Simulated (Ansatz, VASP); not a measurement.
**NbSi2 in VASP and in Ansatz**

```
Nb Si
1.0
     4.79400    0.00000    0.00000
    -2.39700    4.15173    0.00000
     0.00000    0.00000    6.58900
Nb Si
3 6
Cartesian
  -1.1985 2.0759 2.1963
  1.1985 2.0759 4.3927
  2.3970 0.0000 0.0000
  1.2009 0.6933 2.1963
  -1.1961 3.4584 4.3927
  2.3970 2.7650 0.0000
  1.1961 3.4584 2.1963
  3.5931 0.6933 4.3927
  0.0000 1.3867 0.0000
```

Alike in both runs: functional PBEsol; k mesh 7 × 7 × 4; occupations fermi-dirac, width 0.05 eV; no spin polarisation.

|  | VASP | Ansatz |
| --- | --- | --- |
| version | VASP 6.6.1 | Ansatz 0.2.0 |
| potentials or method | VASP PAW PBE potentials, release 64 (Nb_sv, Si), cutoff 520 eV | all-electron LAPW, scalar-relativistic |
| task | single point | band structure |

Ansatz gave:

| Quantity | Value |
| --- | --- |
| gap on the k mesh at the Fermi level (eV) | none |
| pressure (GPa) | -2.0 |
| traceless stress, the component that is largest in VASP (GPa) | 1.59 |
| rms of the force components (eV/Å) | 0.322 |

Which values does VASP return?

gap on the k mesh at the Fermi level (eV): none; pressure (GPa): -2.0; traceless stress, the component that is largest in VASP (GPa): 1.62; rms of the force components (eV/Å): 0.322.

VASP's potentials were made for PBE, not for PBEsol. Atom by atom the forces differ by 0.000 eV/Å (rms over components). A gap of «none» marks a metal or a gap that the smearing closes. Ansatz ran all-electron here, and VASP with PAW potentials.
